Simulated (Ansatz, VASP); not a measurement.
## Two plane-wave programs on TiC

```
CELL_PARAMETERS angstrom
0.00000 2.19646 2.19646
2.19646 0.00000 2.19646
2.19646 2.19646 0.00000
ATOMIC_POSITIONS crystal
Ti 0.00000 0.00000 0.00000
C 0.50000 0.50000 0.50000
```

Change from the starting cell: strain +0.015 along x and y, +0.015 along z, atoms carried along.

Alike in both runs: task single point; functional PBE; k mesh 18 × 18 × 18; occupations gaussian, width 0.15 eV; no spin polarisation.

```csv
,VASP,Ansatz
version,VASP 6.6.1,Ansatz 0.2.0
potentials or method,"VASP PAW PBE potentials, release 64 (Ti_sv, C), cutoff 520 eV","scalar-relativistic, plane waves, PAW"
valence electrons in the cell,16,16
```

VASP gave:

```
gap on the k mesh at the Fermi level (eV) : none
pressure (GPa)                            : -9.4
```

Question: What did Ansatz give for the same quantities?

Answer: gap on the k mesh at the Fermi level (eV): none; pressure (GPa): -9.5.

A gap of «none» marks a metal or a gap that the smearing closes. The functional is the same, so the differences come from potentials, cutoffs and numerics.
